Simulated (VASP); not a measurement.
# LiSe (Pmn2_1) in VASP: a series of runs

The runs below take LiSe through relaxation of cell and atoms, single point, with PBE.

Program: VASP 6.6.1. These are calculated values, not measurements. Logs are shortened: lines on timing, memory, paths and dates and some standing lists are left out, and cuts for length are marked.

### 1 The cell of the first run

It takes space group Pmn2_1 (No. 31, orthorhombic). The conventional cell has a = 4.115 Å, b = 6.330 Å, c = 6.330 Å, α = 90.00°, β = 90.00°, γ = 90.00°. Li (site symmetry m) has 3 Se at 2.70 to 2.73 Å within 3.6 Å. Se (site symmetry m) has 3 Li at 2.70 to 2.73 Å within 3.6 Å.

### 2 Relaxation of cell and atoms, PBE

File INCAR:

```
SYSTEM = LiSe
ALGO = Normal
EDIFF = 1E-7
EDIFFG = -0.04
ENCUT = 600
GGA = PE
IBRION = 2
ISIF = 3
ISMEAR = 0
LASPH = .TRUE.
LCHARG = .FALSE.
LREAL = .FALSE.
LWAVE = .FALSE.
NELM = 100
NSW = 90
PREC = Accurate
SIGMA = 0.1
```

File KPOINTS:

```
k-points
0
G
  4 4 4
  0 0 0
```

File POSCAR:

```
LiSe
1.0
    4.1146370000      0.0000000000      0.0000000000
    0.0000000000      6.3302107700      0.0000000000
    0.0000000000      0.0000000000      6.3302107700
Li Se
2 2
Direct
    0.0000000000      0.7500000000      0.0000000000
    0.5000000000      0.2500000000      0.5000000000
    0.0000000000      0.4450000000      0.3050000000
    0.5000000000      0.5550000000      0.8050000000
```

Potentials or basis: VASP PAW PBE potentials, release 64 (Li_sv, Se).

Started as:

```sh
$ cat potpaw_PBE.64/Li_sv/POTCAR potpaw_PBE.64/Se/POTCAR > POTCAR
$ mpirun -np 1 vasp_std > vasp.out
```

OUTCAR:

```text
SYSTEM = LiSe
   EDIFF = 1E-7
   EDIFFG = -0.04
   ENCUT = 600
   GGA = PE
   IBRION = 2
   ISIF = 3
   ISMEAR = 0
   LASPH = .TRUE.
   LREAL = .FALSE.
   NELM = 100
   NSW = 90
   PREC = Accurate

 ion  position               nearest neighbor table
   1  0.000  0.750  0.000-   4 2.70   4 2.70
   2  0.500  0.250  0.500-   3 2.70   3 2.70
   3  0.000  0.445  0.305-   2 2.70   2 2.70
   4  0.500  0.555  0.805-   1 2.70   1 2.70

  LATTYP: Found a simple tetragonal cell.
 ALAT       =     6.3302107700
 C/A-ratio  =     0.6499999999

  Lattice vectors:

 A1 = (   0.0000000000,   6.3302107700,   0.0000000000)
 A2 = (   0.0000000000,   0.0000000000,   6.3302107700)
 A3 = (   4.1146370000,   0.0000000000,   0.0000000000)

Analysis of symmetry for initial positions (statically):
=====================================================================
 Subroutine PRICEL returns:
 Original cell was already a primitive cell.

 Routine SETGRP: Setting up the symmetry group for a
 simple tetragonal supercell.

 Subroutine GETGRP returns: Found  4 space group operations
 (whereof  2 operations were pure point group operations)
 out of a pool of 16 trial point group operations.

The static configuration has the point symmetry C_1h.
 The point group associated with its full space group is C_2v.

Analysis of symmetry for dynamics (positions and initial velocities):
=====================================================================
 Subroutine PRICEL returns:
 Original cell was already a primitive cell.

 Routine SETGRP: Setting up the symmetry group for a
 simple tetragonal supercell.

 Subroutine GETGRP returns: Found  4 space group operations
 (whereof  2 operations were pure point group operations)
 out of a pool of 16 trial point group operations.

The dynamic configuration has the point symmetry C_1h.
 The point group associated with its full space group is C_2v.

 Subroutine INISYM returns: Found  4 space group operations
 (whereof  2 operations are pure point group operations),
 and found     1 'primitive' translations

----------------------------------------------------------------------------------------

                                     Primitive cell

  volume of cell :     164.8800

  direct lattice vectors                    reciprocal lattice vectors
     4.114637000  0.000000000  0.000000000     0.243034805  0.000000000  0.000000000
     0.000000000  6.330210770  0.000000000     0.000000000  0.157972623  0.000000000
     0.000000000  0.000000000  6.330210770     0.000000000  0.000000000  0.157972623

  length of vectors
     4.114637000  6.330210770  6.330210770     0.243034805  0.157972623  0.157972623

  position of ions in fractional coordinates (direct lattice)
     0.000000000  0.750000000  0.000000000
     0.500000000  0.250000000  0.500000000
     0.000000000  0.445000000  0.305000000
     0.500000000  0.555000000  0.805000000

  ion indices of the primitive-cell ions
   primitive index   ion index
                 1           1
                 2           2
                 3           3
                 4           4

----------------------------------------------------------------------------------------

 KPOINTS: k-points

Automatic generation of k-mesh.
 Grid dimensions read from file:
 generate k-points for:    4    4    4

 Generating k-lattice:

  Cartesian coordinates                     Fractional coordinates (reciprocal lattice)
     0.060758701  0.000000000  0.000000000     0.250000000  0.000000000  0.000000000
     0.000000000  0.039493156  0.000000000     0.000000000  0.250000000  0.000000000
     0.000000000  0.000000000  0.039493156     0.000000000  0.000000000  0.250000000

  Length of vectors
     0.060758701  0.039493156  0.039493156

  Shift w.r.t. Gamma in fractional coordinates (k-lattice)
     0.000000000  0.000000000  0.000000000

 Subroutine IBZKPT returns following result:
 ===========================================

 Found     27 irreducible k-points:

 Following reciprocal coordinates:
            Coordinates               Weight
  0.000000  0.000000  0.000000      1.000000
  0.250000  0.000000  0.000000      2.000000
  0.500000  0.000000  0.000000      1.000000
  0.000000  0.250000  0.000000      2.000000
  0.000000  0.000000  0.250000      2.000000
  0.250000  0.250000  0.000000      4.000000
[... 16 lines left out ...]
  0.500000  0.500000  0.250000      2.000000
  0.500000 -0.250000  0.500000      2.000000
 [... further k-points ...]
   k-points           NKPTS =     27   k-points in BZ     NKDIM =     27   number of bands    NBANDS=     13
   number of dos      NEDOS =    301   number of ions     NIONS =      4
   total plane-waves  NPLWV = 104976
   dimension x,y,z NGX =    36 NGY =   54 NGZ =   54
   dimension x,y,z NGXF=    72 NGYF=  108 NGZF=  108
   ions per type =               2   2
   NGX,Y,Z   is equivalent  to a cutoff of  14.55, 14.18, 14.18 a.u.
   NGXF,Y,Z  is equivalent  to a cutoff of  29.09, 28.36, 28.36 a.u.
 SYSTEM =  LiSe
   PREC   = accura    normal or accurate (medium, high low for compatibility)
   ISTART =      0    job   : 0-new  1-cont  2-samecut
   ICHARG =      2    charge: 1-file 2-atom 10-const
   ISPIN  =      1    spin polarized calculation?
   LNONCOLLINEAR =      F non collinear calculations
   LSORBIT =      F    spin-orbit coupling
   LASPH  =      T    aspherical Exc in radial PAW
   ENCUT  =  600.0 eV  44.10 Ry    6.64 a.u.   8.22 12.64 12.64*2*pi/ulx,y,z
   NELM   =    100;   NELMIN=  2; NELMDL= -5     # of ELM steps
   EDIFF  = 0.1E-06   stopping-criterion for ELM
   LREAL  =      F    real-space projection
   EDIFFG = -.4E-01   stopping-criterion for IOM
   NSW    =     90    number of steps for IOM
   IBRION =      2    ionic relax: 0-MD 1-quasi-New 2-CG
   NFREE  =      1    steps in history (QN), initial steepest desc. (CG)
   ISIF   =      3    stress and relaxation
   ISYM   =      2    0-nonsym 1-usesym 2-fastsym
   POTIM  = 0.5000    time-step for ionic-motion
   TEBEG  =    0.0;   TEEND  =   0.0 temperature during run
   PSTRESS=    0.0 pullay stress
   NELECT =      18.0000    total number of electrons
   NUPDOWN=      -1.0000    fix difference up-down
   EMIN   =  10.00;   EMAX   =-10.00  energy-range for DOS
   EFERMI =   0.00;   METHOD = LEGACY
   ISMEAR =     0;   SIGMA  =   0.10  broadening in eV -4-tet -1-fermi 0-gaus
   EFERMI_NEDOS =   21; number of points for ismear=-14 and -15
   IALGO  =     38    algorithm
   IMIX   =      4    mixing-type and parameters
     AMIX     =   0.40;   BMIX     =  1.00
     AMIX_MAG =   1.60;   BMIX_MAG =  1.00
  volume/ion in A,a.u.               =      41.22       278.17
  Fermi-wavevector in a.u.,A,eV,Ry     =   0.782426  1.478570  8.329348  0.612190
  Thomas-Fermi vector in A             =   1.886146
   LORBIT       =      0    0 simple, 1 ext, 2 COOP (PROOUT), +10 PAW based schemes
   GGA     = PE    functional components
   LHFCALC =     F    Hartree Fock is set to
   AEXX    =    0.0000 exact exchange contribution
   IVDW    =     0    specifies the selected vdW correction
   LEPSILON=     F    determine dielectric tensor
   LRPA    =     F    only Hartree local field effects (RPA)
 conjugate gradient relaxation of ions
 non-spin polarized calculation
 Gauss-broadening in eV      SIGMA  =   0.10
  energy-cutoff  :      600.00
  volume of cell :      164.88
 maximum number of plane-waves:      5528
 NGX is ok and might be reduce to    36
   NGX = 17   NGY = 25   NGZ = 25

--------------------------------------- Ionic step        1  -------------------------------------------

 number of electron      18.0000015 magnetization

 Free energy of the ion-electron system (eV)
  ---------------------------------------------------
  ext. energy  EPLUGINS =         0.00000000
  ---------------------------------------------------
  free energy    TOTEN  =       -11.61951251 eV

  energy without entropy =      -11.59823097  energy(sigma->0) =      -11.60887174

------------------------ aborting loop because EDIFF is reached ----------------------------------------

  FORCE on cell =-STRESS in cart. coord.  units (eV):
  Direction    XX          YY          ZZ          XY          YZ          ZX
  --------------------------------------------------------------------------------------
  -------------------------------------------------------------------------------------
  Total       -2.7893554     -3.5172127     -4.4552074      0.0000000      0.0000000      0.0000000
  in kB      -27.1048227    -34.1775827    -43.2922980      0.0000000      0.0000000      0.0000000
  external PRESSURE =     -34.8582345 kB  Pullay stress =       0.0000000 kB

 VOLUME and BASIS-vectors are now :
 -----------------------------------------------------------------------------
  energy-cutoff  :      600.00
  volume of cell :      164.88
      direct lattice vectors                 reciprocal lattice vectors
     4.114637000  0.000000000  0.000000000     0.243034805  0.000000000  0.000000000
     0.000000000  6.330210770  0.000000000     0.000000000  0.157972623  0.000000000
     0.000000000  0.000000000  6.330210770     0.000000000  0.000000000  0.157972623
[... 860 lines left out ...]
 k-point    24 :       0.5000   -0.2500    0.5000
  band No.  band energies     occupation
      1     -43.1087      2.00000
      2     -43.1087      2.00000
      3      -9.2393      2.00000
      4      -9.2393      2.00000
      5      -1.8311      2.00000
      6      -1.8311      2.00000
      7       0.6422      2.00000
      8       0.6422      2.00000
      9       4.0681      0.00000
     10       4.0681      0.00000
     11       7.2878      0.00000
     12       7.2878      0.00000
     13       9.3621      0.00000

 [... further k-points ...]

[... ionic steps 4 to 28 ...]

--------------------------------------- Ionic step       29  -------------------------------------------

 number of electron      18.0000007 magnetization

------------------------ aborting loop because EDIFF is reached ----------------------------------------

  FORCE on cell =-STRESS in cart. coord.  units (eV):
  Direction    XX          YY          ZZ          XY          YZ          ZX
  --------------------------------------------------------------------------------------
  -------------------------------------------------------------------------------------
  Total       -0.0225823      0.0329568      0.0989089      0.0000000      0.0000000      0.0000000
  in kB       -0.5070340      0.7399679      2.2207698      0.0000000      0.0000000      0.0000000
  external PRESSURE =       0.8179012 kB  Pullay stress =       0.0000000 kB

 VOLUME and BASIS-vectors are now :
 -----------------------------------------------------------------------------
  energy-cutoff  :      600.00
  volume of cell :       71.36
      direct lattice vectors                 reciprocal lattice vectors
     4.893287588  0.000000000  0.000000000     0.204361584  0.000000000  0.000000000
     0.000000000  3.882519215  0.000000000     0.000000000  0.257564727  0.000000000
     0.000000000  0.000000000  3.756020803     0.000000000  0.000000000  0.266239207
[... 39 lines left out ...]
 POSITION                                       TOTAL-FORCE (eV/Angst)
 -----------------------------------------------------------------------------------
      0.00000      3.64858      3.39689         0.000000      0.041035      0.001723
      2.44155      0.22612      1.51459         0.000000     -0.041035      0.001723
      0.00000      1.80525      1.51591         0.000000      0.024600     -0.001723
      2.44155      2.06945      3.39821         0.000000     -0.024600     -0.001723
 -----------------------------------------------------------------------------------
    total drift:                                0.000000      0.000000     -0.000031

  FREE ENERGIE OF THE ION-ELECTRON SYSTEM (eV)
  ---------------------------------------------------
  free  energy   TOTEN  =       -13.7123974184 eV

  energy  without entropy=      -13.7046068202  energy(sigma->0) =      -13.70850212

--------------------------------------- Ionic step       31  -------------------------------------------

 number of electron      18.0000005 magnetization

 Free energy of the ion-electron system (eV)
  ---------------------------------------------------
  ext. energy  EPLUGINS =         0.00000000
  ---------------------------------------------------
  free energy    TOTEN  =       -13.71307352 eV

  energy without entropy =      -13.70530586  energy(sigma->0) =      -13.70918969

 E-fermi :   3.4833     XC(G=0):  -9.1884

 val. band max:        3.4751114757   @ k =   0.2500   0.2500   0.0000
 cond. band min:       3.4917357350   @ k =   0.0000   0.2500   0.2500
 fundamental gap:      0.0166242593
 Fermi energy:         3.4832846015

 k-point     1 :       0.0000    0.0000    0.0000
  band No.  band energies     occupation
      1     -42.8064      2.00000
      2     -42.7966      2.00000
      3     -10.5491      2.00000
      4      -7.9215      2.00000
      5      -1.4733      2.00000
      6       0.7363      2.00000
      7       0.8730      2.00000
      8       3.1177      2.00000
      9       4.0074      0.00000
     10       5.0478      0.00000
     11       6.1996      0.00000
     12       7.4147      0.00000
     13      10.9028      0.00000
[... 390 lines left out ...]
 POSITION                                       TOTAL-FORCE (eV/Angst)
 -----------------------------------------------------------------------------------
      0.00000      3.66109      3.40732         0.000000      0.033883     -0.000954
      2.44219      0.22028      1.51982         0.000000     -0.033883     -0.000954
      0.00000      1.81155      1.51906         0.000000      0.027802      0.000954
      2.44219      2.06982      3.40655         0.000000     -0.027802      0.000954
 -----------------------------------------------------------------------------------
    total drift:                                0.000000      0.000000     -0.000006

  FREE ENERGIE OF THE ION-ELECTRON SYSTEM (eV)
  ---------------------------------------------------
  free  energy   TOTEN  =       -13.7130735192 eV

  energy  without entropy=      -13.7053058610  energy(sigma->0) =      -13.70918969

 reached required accuracy - stopping structural energy minimisation
```

Run time: 21 min. Hardware: 1 thread of AMD EPYC 9R14 (Zen 4), shared host; peak memory 0.36 GiB.

Results:

- Free energy: -13.7131 eV
- Relaxed volume: 17.89 Å³/atom
- Relaxed cell: a = 4.884 Å, b = 3.881 Å, c = 3.775 Å, α = 90.00°, β = 90.00°, γ = 90.00°
- Space group after relaxing (to 0.05 Å): Pmmn (No. 59)
- Energy gained by relaxing: 523.4 meV/atom
- Ionic steps: 31
- Pressure after relaxing: -0.1 GPa
- Largest force after relaxing: 0.034 eV/Å
- Band gap on the k mesh: zero (band 9 reaches 4.70 eV, above the bottom of band 10 at 1.08 eV)

Forces in eV/Å, atoms in the order of the input:
```
Li   0.000  0.034 -0.001
Li   0.000 -0.034 -0.001
Se   0.000  0.028  0.001
Se   0.000 -0.028  0.001
```

The path:
```
step  energy change (eV)  largest force (eV/Å)  pressure (GPa)  volume (Å³)
   1              0.0000                0.7323           -3.49       164.88
   2             -0.4746                0.4004           -2.79       144.38
   3             -0.7626                0.3639           -0.82       124.22
   4             -0.7771                0.4302            0.32       117.80
   5             -0.7785                0.3642           -0.02       119.51
   6             -0.8306                0.4252            0.00       117.81
   7             -0.8942                0.8812            0.37       112.47
   8             -0.8979                0.7525            0.21       113.79
   9             -0.9292                0.7063            0.08       113.22
  10             -0.9998                0.5872           -0.26       111.46
  11             -1.0756                0.5317           -0.81       107.68
  12             -1.1903                0.5002           -1.55        99.22
  13             -1.2702                0.4637           -1.57        96.51
  14             -1.4936                0.4178           -1.20        88.31
  15             -1.5340                1.6394            4.50        71.87
  16             -1.6289                0.4884           -0.43        83.31
  17             -1.7075                0.7812            1.23        77.58
  18             -1.8298                0.7838            0.24        76.79
  19             -1.8559                0.7824           -0.12        75.83
  20             -1.9762                0.3847           -0.96        75.20
  21             -2.0099                0.2138           -1.30        74.46
  22             -2.0110                0.1938           -1.29        74.57
  23             -2.0580                0.1622           -0.07        72.11
  24             -2.0628                0.1496            0.49        71.16
  25             -2.0755                0.1133            0.11        71.63
  26             -2.0854                0.0499           -0.52        72.50
  27             -2.0904                0.0448           -0.01        71.54
  28             -2.0905                0.0438           -0.08        71.65
  29             -2.0927                0.0416            0.08        71.36
  30             -2.0929                0.0411            0.15        71.23
  31             -2.0936                0.0339           -0.06        71.57
```

Final structure:
```yaml
crystal:
  lattice:
    - [4.88438, 0.00000, 0.00000]
    - [0.00000, 3.88137, 0.00000]
    - [0.00000, 0.00000, 3.77500]
  atoms:
    - { symbol: Li, position: [0.00000, 0.94325, 0.90260] }
    - { symbol: Li, position: [0.50000, 0.05675, 0.40260] }
    - { symbol: Se, position: [0.00000, 0.46673, 0.40240] }
    - { symbol: Se, position: [0.50000, 0.53327, 0.90240] }
```

Caveat: the k points lie up to 0.42 Å⁻¹ apart in the final cell; the cutoff is under 1.25 times the usual one of these potentials, so pressure, stress and relaxed cells hold a basis-set (Pulay) error; the volume moved by over 15 % at a fixed basis, so the end points are rough.

[end of part 1 of 2]
